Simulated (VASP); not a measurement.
# C (Cmcm) in VASP: further runs

Runs on C. Level: PBE. Tasks: single point.

Everything below comes from runs of VASP 6.6.1. Logs are shortened: lines on timing, memory, paths and dates and some standing lists are left out, and cuts for length are marked.

## 1. The cell of the first run

The structure is orthorhombic, space group Cmcm (No. 63). The conventional cell has a = 2.409 Å, b = 4.272 Å, c = 8.565 Å, α = 90.00°, β = 90.00°, γ = 90.00°. C (site symmetry m2m) has 3 C at 1.40 to 1.42 Å within 1.9 Å. Within 1.9 Å of C (site symmetry m2m) lie 3 C at 1.40 to 1.42 Å.

## 2. Single point, PBE (mode 4 frozen in at +0.000 Å, normal strain along x -0.0233)

The input, INCAR:

```
PREC = Accurate
ENCUT = 520
EDIFF = 1E-7
ISMEAR = 0
SIGMA = 0.15
LREAL = False
LASPH = True
NELM = 60
ALGO = Normal
ISIF = 2
LWAVE = False
LCHARG = True
GGA = PE
LELF = True
LVHAR = True
NBANDS = 16
```

The input, KPOINTS:

```
regular mesh
0
Gamma
  18 18 6
```

The input, POSCAR:

```
C
1.0
    2.4090531405      0.0000000000      0.0000000000
   -1.2045265702      2.1360716891      0.0000000000
    0.0000000000      0.0000000000      8.5653080463
C
4
Direct
    0.0000000000      0.0000000000      0.0025000000
    0.0000000000      0.0000000000      0.5025000000
    0.3333333333      0.6666666667      0.0025000000
    0.6666666667      0.3333333333      0.5025000000
```

Potentials or basis: VASP PAW PBE potentials, release 64 (C).

Launch:

```sh
cat potpaw_PBE.64/C/POTCAR > POTCAR
mpirun -np 1 vasp_std > vasp.out
```

OUTCAR:

```text
PREC = Accurate
   ENCUT = 520
   EDIFF = 1E-7
   ISMEAR = 0
   LREAL = False
   LASPH = True
   NELM = 60
   ISIF = 2
   GGA = PE

 ion  position               nearest neighbor table
   1  0.000  0.000  0.002-   3 1.40   3 1.40   3 1.42
   2  0.000  0.000  0.502-   4 1.40   4 1.40   4 1.42
   3  0.333  0.667  0.002-   1 1.40   1 1.40   1 1.42
   4  0.667  0.333  0.502-   2 1.40   2 1.40   2 1.42

  LATTYP: Found a base centered orthorhombic cell.
 ALAT       =     2.4090531405
 B/A-ratio  =     1.7733703364
 C/A-ratio  =     3.5554666281

  Lattice vectors:

 A1 = (   1.2045265702,  -2.1360716891,   0.0000000000)
 A2 = (   1.2045265703,   2.1360716891,   0.0000000000)
 A3 = (   0.0000000000,   0.0000000000,   8.5653080463)

Analysis of symmetry for initial positions (statically):
=====================================================================
 Subroutine PRICEL returns:
 Original cell was already a primitive cell.

 Routine SETGRP: Setting up the symmetry group for a
 base centered orthorhombic supercell.

 Subroutine GETGRP returns: Found  8 space group operations
 (whereof  2 operations were pure point group operations)
 out of a pool of  8 trial point group operations.

The static configuration has the point symmetry C_1h.
 The point group associated with its full space group is D_2h.

Analysis of symmetry for dynamics (positions and initial velocities):
=====================================================================
 Subroutine PRICEL returns:
 Original cell was already a primitive cell.

 Routine SETGRP: Setting up the symmetry group for a
 base centered orthorhombic supercell.

 Subroutine GETGRP returns: Found  8 space group operations
 (whereof  2 operations were pure point group operations)
 out of a pool of  8 trial point group operations.

The dynamic configuration has the point symmetry C_1h.
 The point group associated with its full space group is D_2h.

 Subroutine INISYM returns: Found  8 space group operations
 (whereof  2 operations are pure point group operations),
 and found     1 'primitive' translations

----------------------------------------------------------------------------------------

                                     Primitive cell

  volume of cell :      44.0763

  direct lattice vectors                    reciprocal lattice vectors
     2.409053141  0.000000000  0.000000000     0.415100847  0.234074541  0.000000000
    -1.204526570  2.136071689  0.000000000     0.000000000  0.468149082  0.000000000
     0.000000000  0.000000000  8.565308046     0.000000000  0.000000000  0.116750033

  length of vectors
     2.409053141  2.452281900  8.565308046     0.476549687  0.468149082  0.116750033

  position of ions in fractional coordinates (direct lattice)
     0.000000000  0.000000000  0.002500000
     0.000000000  0.000000000  0.502500000
     0.333333333  0.666666667  0.002500000
     0.666666667  0.333333333  0.502500000

  ion indices of the primitive-cell ions
   primitive index   ion index
                 1           1
                 2           2
                 3           3
                 4           4

----------------------------------------------------------------------------------------

 KPOINTS: regular mesh

Automatic generation of k-mesh.
 Grid dimensions read from file:
 generate k-points for:   18   18    6

 Generating k-lattice:

  Cartesian coordinates                     Fractional coordinates (reciprocal lattice)
     0.023061158  0.013004141  0.000000000     0.055555556  0.000000000  0.000000000
     0.000000000  0.026008282  0.000000000     0.000000000  0.055555556  0.000000000
     0.000000000  0.000000000  0.019458339     0.000000000  0.000000000  0.166666667

  Length of vectors
     0.026474983  0.026008282  0.019458339

  Shift w.r.t. Gamma in fractional coordinates (k-lattice)
     0.000000000  0.000000000  0.000000000

 Subroutine IBZKPT returns following result:
 ===========================================

 Found    364 irreducible k-points:

 Following reciprocal coordinates:
            Coordinates               Weight
  0.000000  0.000000  0.000000      1.000000
  0.055556  0.000000  0.000000      4.000000
  0.111111  0.000000  0.000000      4.000000
  0.166667  0.000000  0.000000      4.000000
  0.222222  0.000000  0.000000      4.000000
  0.277778  0.000000  0.000000      4.000000
[... 16 lines left out ...]
 -0.333333  0.055556  0.000000      4.000000
 -0.277778  0.055556  0.000000      4.000000
 [... further k-points ...]
   k-points           NKPTS =    364   k-points in BZ     NKDIM =    364   number of bands    NBANDS=     16
   number of dos      NEDOS =    301   number of ions     NIONS =      4
   total plane-waves  NPLWV =  20736
   dimension x,y,z NGX =    18 NGY =   18 NGZ =   64
   dimension x,y,z NGXF=    36 NGYF=   36 NGZF=  128
   ions per type =               4
   NGX,Y,Z   is equivalent  to a cutoff of  12.42, 12.20, 12.42 a.u.
   NGXF,Y,Z  is equivalent  to a cutoff of  24.84, 24.41, 24.84 a.u.
 SYSTEM =  unknown system
   PREC   = accura    normal or accurate (medium, high low for compatibility)
   ISTART =      0    job   : 0-new  1-cont  2-samecut
   ICHARG =      2    charge: 1-file 2-atom 10-const
   ISPIN  =      1    spin polarized calculation?
   LNONCOLLINEAR =      F non collinear calculations
   LSORBIT =      F    spin-orbit coupling
   LASPH  =      T    aspherical Exc in radial PAW
   ENCUT  =  520.0 eV  38.22 Ry    6.18 a.u.   4.48  4.56 15.93*2*pi/ulx,y,z
   NELM   =     60;   NELMIN=  2; NELMDL= -5     # of ELM steps
   EDIFF  = 0.1E-06   stopping-criterion for ELM
   LREAL  =      F    real-space projection
   EDIFFG = 0.1E-05   stopping-criterion for IOM
   NSW    =      0    number of steps for IOM
   IBRION =     -1    ionic relax: 0-MD 1-quasi-New 2-CG
   NFREE  =      0    steps in history (QN), initial steepest desc. (CG)
   ISIF   =      2    stress and relaxation
   ISYM   =      2    0-nonsym 1-usesym 2-fastsym
   POTIM  = 0.5000    time-step for ionic-motion
   TEBEG  =    0.0;   TEEND  =   0.0 temperature during run
   PSTRESS=    0.0 pullay stress
   NELECT =      16.0000    total number of electrons
   NUPDOWN=      -1.0000    fix difference up-down
   EMIN   =  10.00;   EMAX   =-10.00  energy-range for DOS
   EFERMI =   0.00;   METHOD = LEGACY
   ISMEAR =     0;   SIGMA  =   0.15  broadening in eV -4-tet -1-fermi 0-gaus
   EFERMI_NEDOS =   21; number of points for ismear=-14 and -15
   IALGO  =     38    algorithm
   IMIX   =      4    mixing-type and parameters
     AMIX     =   0.40;   BMIX     =  1.00
     AMIX_MAG =   1.60;   BMIX_MAG =  1.00
  volume/ion in A,a.u.               =      11.02        74.36
  Fermi-wavevector in a.u.,A,eV,Ry     =   1.167830  2.206879 18.556003  1.363828
  Thomas-Fermi vector in A             =   2.304325
   LORBIT       =      0    0 simple, 1 ext, 2 COOP (PROOUT), +10 PAW based schemes
   GGA     = PE    functional components
   LHFCALC =     F    Hartree Fock is set to
   AEXX    =    0.0000 exact exchange contribution
   IVDW    =     0    specifies the selected vdW correction
   LEPSILON=     F    determine dielectric tensor
   LRPA    =     F    only Hartree local field effects (RPA)
 non-spin polarized calculation
 Gauss-broadening in eV      SIGMA  =   0.15
  energy-cutoff  :      520.00
  volume of cell :       44.08
 maximum number of plane-waves:      1213
 NGX is ok and might be reduce to    18
   NGX =  9   NGY =  9   NGZ = 31

 number of electron      15.9999998 magnetization

 Free energy of the ion-electron system (eV)
  ---------------------------------------------------
  ext. energy  EPLUGINS =         0.00000000
  ---------------------------------------------------
  free energy    TOTEN  =       -36.83440082 eV

  energy without entropy =      -36.83368285  energy(sigma->0) =      -36.83404184

 E-fermi :   2.9539     XC(G=0):  -8.7505

 val. band max:        2.8466781801   @ k =   0.3333   0.3333   0.0000
 cond. band min:       3.0638417915   @ k =   0.3333   0.3333   0.0000
 fundamental gap:      0.2171636114
 Fermi energy:         2.9539422534

 k-point     1 :       0.0000    0.0000    0.0000
  band No.  band energies     occupation
      1     -16.8669      2.00000
      2     -16.8335      2.00000
      3      -5.1251      2.00000
      4      -4.6677      2.00000
      5      -0.1390      2.00000
      6      -0.1383      2.00000
[... 8 lines left out ...]
     15      13.1239      0.00000
     16      14.7890      0.00000

 k-point     2 :       0.0556    0.0000    0.0000
  band No.  band energies     occupation
      1     -16.7914      2.00000
      2     -16.7583      2.00000
      3      -5.0335      2.00000
      4      -4.5778      2.00000
      5      -0.3619      2.00000
      6      -0.3608      2.00000
[... 8 lines left out ...]
     15      13.2313      0.00000
     16      14.5230      0.00000

 k-point     3 :       0.1111    0.0000    0.0000
  band No.  band energies     occupation
      1     -16.5655      2.00000
      2     -16.5329      2.00000
      3      -4.7595      2.00000
      4      -4.3092      2.00000
      5      -1.1543      2.00000
      6      -1.1518      2.00000
[... 8 lines left out ...]
     15      13.5320      0.00000
     16      13.7680      0.00000

 k-point     4 :       0.1667    0.0000    0.0000
  band No.  band energies     occupation
      1     -16.1900      2.00000
      2     -16.1584      2.00000
      3      -4.3062      2.00000
      4      -3.8653      2.00000
      5      -2.3331      2.00000
      6      -2.3288      2.00000
[... 8 lines left out ...]
     15      13.9873      0.00000
     16      14.0028      0.00000
[... 324 lines left out ...]
 k-point    22 :      -0.3889    0.0556    0.0000
  band No.  band energies     occupation
      1     -13.6663      2.00000
      2     -13.6412      2.00000
      3      -7.4651      2.00000
      4      -7.4528      2.00000
      5      -3.4313      2.00000
      6      -3.4275      2.00000
[... 8 lines left out ...]
     15      16.8725      0.00000
     16      17.6795      0.00000

 k-point    23 :      -0.3333    0.0556    0.0000
  band No.  band energies     occupation
      1     -14.5436      2.00000
      2     -14.5164      2.00000
      3      -5.9934      2.00000
      4      -5.9837      2.00000
      5      -2.9834      2.00000
      6      -2.9799      2.00000
[... 8 lines left out ...]
     15      15.8958      0.00000
     16      17.3221      0.00000

 k-point    24 :      -0.2778    0.0556    0.0000
  band No.  band energies     occupation
      1     -15.2843      2.00000
      2     -15.2551      2.00000
      3      -4.5171      2.00000
      4      -4.5100      2.00000
      5      -3.2245      2.00000
      6      -2.8081      2.00000
[... 8 lines left out ...]
     15      15.0438      0.00000
     16      15.8410      0.00000

 [... further k-points ...]

------------------------ aborting loop because EDIFF is reached ----------------------------------------

  FORCE on cell =-STRESS in cart. coord.  units (eV):
  Direction    XX          YY          ZZ          XY          YZ          ZX
  --------------------------------------------------------------------------------------
  -------------------------------------------------------------------------------------
  Total        5.8798490      1.1380009     -0.0103624      0.0000000      0.0000000      0.0000000
  in kB      213.7329912     41.3664268     -0.3766755      0.0000000      0.0000000      0.0000000
  external PRESSURE =      84.9075808 kB  Pullay stress =       0.0000000 kB

 VOLUME and BASIS-vectors are now :
 -----------------------------------------------------------------------------
  energy-cutoff  :      520.00
  volume of cell :       44.08
      direct lattice vectors                 reciprocal lattice vectors
     2.409053141  0.000000000  0.000000000     0.415100847  0.234074541  0.000000000
    -1.204526570  2.136071689  0.000000000     0.000000000  0.468149082  0.000000000
     0.000000000  0.000000000  8.565308046     0.000000000  0.000000000  0.116750033

 POSITION                                       TOTAL-FORCE (eV/Angst)
 -----------------------------------------------------------------------------------
      0.00000      0.00000      0.02141         0.000000      0.286155      0.000000
      0.00000      0.00000      4.30407        -0.000000     -0.286155      0.000000
     -0.00000      1.42405      0.02141        -0.000000     -0.286368      0.000000
      1.20453      0.71202      4.30407         0.000000      0.286368      0.000000
 -----------------------------------------------------------------------------------
    total drift:                               -0.000000     -0.000000      0.000001

  FREE ENERGIE OF THE ION-ELECTRON SYSTEM (eV)
  ---------------------------------------------------
  free  energy   TOTEN  =       -36.8344008200 eV

  energy  without entropy=      -36.8336828544  energy(sigma->0) =      -36.83404184
```

It took 1.7 min on 1 thread of Intel Xeon Platinum 8559C (Emerald Rapids), shared host; peak memory 0.29 GiB.

What came out:

```yaml
Free_energy: -36.8344 eV
Pressure: 8.5 GPa
Largest_force: 0.286 eV/Å
Band_gap_on_the_k_mesh: 0.22 eV, direct
```

Forces in eV/Å, atoms in the order of the input:
```
C    0.000  0.286  0.000
C    0.000 -0.286  0.000
C    0.000 -0.286  0.000
C    0.000  0.286  0.000
```

Caveat: the cell differs from its parent crystal (mode 4 frozen in at +0.000 Å, normal strain along x -0.0233); this functional lacks dispersion, which binds the layers, so the pressure and a relaxed spacing across them are unreliable. A k mesh can miss the band edges.

## 3. Single point, PBE (mode 4 frozen in at +0.000 Å, normal strain along x +0.0233)

The input, INCAR:

```
  ALGO = Normal
  EDIFF = 1E-6
  ENCUT = 520
  GGA = PE
  ISIF = 2
  ISMEAR = 0
  LASPH = True
  LCHARG = True
  LELF = True
  LREAL = False
  LVHAR = True
  LWAVE = False
  NBANDS = 16
  NELM = 80
  PREC = Accurate
  SIGMA = 0.15
```

The input, KPOINTS:

```
k-points
0
Gamma
  18 18 6
```

Edit POSCAR of step 2 so:

```diff
@@ -2,4 +2,4 @@
 1.0
-    2.4090531405      0.0000000000      0.0000000000
-   -1.2045265702      2.1360716891      0.0000000000
+    2.5239931184      0.0000000000      0.0000000000
+   -1.2619965592      2.1360716891      0.0000000000
     0.0000000000      0.0000000000      8.5653080463
```

Potentials or basis: VASP PAW PBE potentials, release 64 (C).

Launch:

```sh
cat potpaw_PBE.64/C/POTCAR > POTCAR
mpirun -np 1 vasp_std > vasp.out
```

OUTCAR:

```text
EDIFF = 1E-6
   ENCUT = 520
   GGA = PE
   ISIF = 2
   ISMEAR = 0
   LASPH = True
   LREAL = False
   NELM = 80
   PREC = Accurate

 ion  position               nearest neighbor table
   1  0.000  0.000  0.002-   3 1.42   3 1.45   3 1.45
   2  0.000  0.000  0.502-   4 1.42   4 1.45   4 1.45
   3  0.333  0.667  0.002-   1 1.42   1 1.45   1 1.45
   4  0.667  0.333  0.502-   2 1.42   2 1.45   2 1.45

  Warning from LATTYP: Monoclinic adjustment (A1->A3, A2->A1, A3->A2)!
[... 657 lines left out ...]

  FORCE on cell =-STRESS in cart. coord.  units (eV):
  Direction    XX          YY          ZZ          XY          YZ          ZX
  --------------------------------------------------------------------------------------
  -------------------------------------------------------------------------------------
  Total       -5.0171085     -0.7202751     -0.0043927      0.0000000      0.0000000      0.0000000
  in kB     -174.0672615    -24.9897569     -0.1524033      0.0000000      0.0000000      0.0000000
  external PRESSURE =     -66.4031406 kB  Pullay stress =       0.0000000 kB

 VOLUME and BASIS-vectors are now :
 -----------------------------------------------------------------------------
  energy-cutoff  :      520.00
  volume of cell :       46.18
      direct lattice vectors                 reciprocal lattice vectors
     2.523993118  0.000000000  0.000000000     0.396197594  0.234074541  0.000000000
    -1.261996559  2.136071689  0.000000000     0.000000000  0.468149082  0.000000000
     0.000000000  0.000000000  8.565308046     0.000000000  0.000000000  0.116750033

 POSITION                                       TOTAL-FORCE (eV/Angst)
 -----------------------------------------------------------------------------------
      0.00000      0.00000      0.02141         0.000000     -0.176979      0.000000
      0.00000      0.00000      4.30407         0.000000      0.176979      0.000000
     -0.00000      1.42405      0.02141         0.000000      0.177060      0.000000
      1.26200      0.71202      4.30407        -0.000000     -0.177060      0.000000
 -----------------------------------------------------------------------------------
    total drift:                               -0.000000      0.000000     -0.000013

  FREE ENERGIE OF THE ION-ELECTRON SYSTEM (eV)
  ---------------------------------------------------
  free  energy   TOTEN  =       -36.8491609417 eV

  energy  without entropy=      -36.8483526417  energy(sigma->0) =      -36.84875679
```

It took 95 s on 1 thread of Intel Xeon Platinum 8559C (Emerald Rapids), shared host; peak memory 0.3 GiB.

Results:

- Free energy: -36.8492 eV
- Pressure: -6.6 GPa
- Largest force: 0.177 eV/Å
- Band gap on the k mesh: 0.18 eV, direct

Forces in eV/Å, atoms in the order of the input:
```
C    0.000 -0.177  0.000
C    0.000  0.177  0.000
C    0.000  0.177  0.000
C    0.000 -0.177  0.000
```

Stress tensor (GPa, compression positive):
```
-17.41   0.00   0.00
  0.00  -2.50   0.00
  0.00   0.00  -0.02
```

Caveat: the cell differs from its parent crystal (mode 4 frozen in at +0.000 Å, normal strain along x +0.0233); this functional lacks dispersion, which binds the layers, so the pressure and a relaxed spacing across them are unreliable.
